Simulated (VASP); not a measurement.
Here is a VASP 6.6.1 calculation.

The input INCAR:

```
  PREC = Accurate
  ENCUT = 520
  EDIFF = 1E-6
  ISMEAR = 0
  SIGMA = 0.024
  LREAL = False
  LASPH = True
  NELM = 100
  ALGO = Normal
  ISIF = 2
  LWAVE = False
  LCHARG = False
  GGA = PE
  NBANDS = 20
```

KPOINTS

```
Automatic mesh
0
Gamma
  10 10 2
```

Contents of POSCAR:

```
WS2
1.0
    3.1835163552      0.0000000000      0.0000000000
   -1.5917581776      2.7570060369      0.0000000000
    0.0000000000      0.0000000000     16.9505778900
W S
1 2
Direct
    0.0000000000      0.0000000000      0.0000000000
    0.3333333333      0.6666666667      0.0920005100
    0.3333333333      0.6666666667      0.9079994900
```

Potentials or basis: VASP PAW PBE potentials, release 64 (W_sv, S).

The run is started by

```console
$ cat potpaw_PBE.64/W_sv/POTCAR potpaw_PBE.64/S/POTCAR > POTCAR
$ mpirun -np 1 vasp_std > vasp.out
```

Q: What does it give for the largest force?

A: 0.263 eV/Å.

Q: What does it give for the band gap on the k mesh?

A: 2.00 eV, indirect (least direct gap 2.16 eV).

Forces in eV/Å, atoms in the order of the input:
```
W    0.000  0.000  0.000
S    0.000  0.000  0.263
S    0.000  0.000 -0.263
```

Caveat: spin-orbit coupling is left out, which moves the levels of the heavy elements.
